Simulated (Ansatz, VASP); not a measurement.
Two plane-wave programs on InPt3C

File INCAR:

```
ALGO = Normal
EDIFF = 1E-6
ENCUT = 520
ISIF = 2
ISMEAR = -1
LASPH = True
LCHARG = True
LELF = True
LREAL = False
LVHAR = True
LWAVE = False
NBANDS = 32
NELM = 80
PREC = Accurate
SIGMA = 0.1
```

The input KPOINTS:

```
k-points
0
Gamma
  6 6 6
```

The input POSCAR:

```
InPt3C
1.0
    4.2585860000      0.0000000000      0.0000000000
    0.0000000000      4.2585860000      0.0000000000
    0.0000000000      0.0000000000      4.2585860000
In Pt C
1 3 1
Direct
    0.0000000000      0.0000000000      0.0000000000
    0.5000000000      0.0000000000      0.5000000000
    0.5000000000      0.5000000000      0.0000000000
    0.0000000000      0.5000000000      0.5000000000
    0.5000000000      0.5000000000      0.5000000000
```

Input for Ansatz:

```yaml
crystal:
  lattice:
    - [4.258586, 0.0, 0.0]
    - [0.0, 4.258586, 0.0]
    - [0.0, 0.0, 4.258586]
  atoms:
    - { symbol: In, position: [0.0, 0.0, 0.0] }
    - { symbol: Pt, position: [0.5, 0.0, 0.5] }
    - { symbol: Pt, position: [0.5, 0.5, 0.0] }
    - { symbol: Pt, position: [0.0, 0.5, 0.5] }
    - { symbol: C, position: [0.5, 0.5, 0.5] }
basis:
  ecutwfc: 525.0
kpoints:
  mp_grid:
    grid: [6, 6, 6]
    shift: [0.0, 0.0, 0.0]
hamiltonian:
  xc: lda
scf:
  occupations:
    method: fermi_dirac
    width: 0.1
output:
  stress: true
```

Alike in both runs: task single point; functional LDA; k mesh 6 × 6 × 6; occupations fermi-dirac, width 0.1 eV; no spin polarisation.

```csv
,VASP,Ansatz
version,VASP 6.6.1,Ansatz 0.2.0
potentials or method,"VASP PAW LDA potentials, release 64 (In_d, Pt, C), cutoff 520 eV","plane waves, PAW"
valence electrons in the cell,47,71
```

```csv
,VASP,Ansatz,Ansatz less VASP
pressure (GPa),-11.8,-12.4,-0.59
```

LDA's correlation is that of Perdew and Zunger in VASP and of Perdew and Wang (1992) in Ansatz. VASP's potentials hold 47 valence electrons a cell and Ansatz's 71, so a difference there can come from the potentials and not from the codes.

Spin-orbit coupling is off throughout.
